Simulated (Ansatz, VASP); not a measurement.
# Two plane-wave programs on Pt

```xyz
1
Lattice="-1.5803 1.5803 1.5842 1.5803 -1.5803 1.5842 1.5882 1.5882 -1.5842" Properties=species:S:1:pos:R:3 pbc="T T T"
Pt    0.0000    0.0000    0.0000
```

Change from the starting cell: strain +0.0050 x Voigt [0, 0, 0, 0, 0, 1], atoms carried along.

Alike in both runs: task single point; functional PBE; k mesh 22 × 22 × 22; occupations gaussian, width 0.15 eV; no spin polarisation.

|  | VASP | Ansatz |
| --- | --- | --- |
| version | VASP 6.6.1 | Ansatz 0.2.0 |
| potentials or method | VASP PAW PBE potentials, release 64 (Pt), cutoff 520 eV | scalar-relativistic, plane waves, PAW |
| valence electrons in the cell | 10 | 18 |

Ansatz gave:

```
gap on the k mesh at the Fermi level (eV)                     : none
pressure (GPa)                                                : -1.0
traceless stress, the component that is largest in VASP (GPa) : -0.75
```

Task: What did VASP give for the same quantities?

Result: gap on the k mesh at the Fermi level (eV): none; pressure (GPa): -1.5; traceless stress, the component that is largest in VASP (GPa): -0.74.

A gap of «none» marks a metal or a gap that the smearing closes. VASP's potentials hold 10 valence electrons a cell and Ansatz's 18, so a difference there can come from the potentials and not from the codes.

Neither program's run includes spin-orbit coupling.
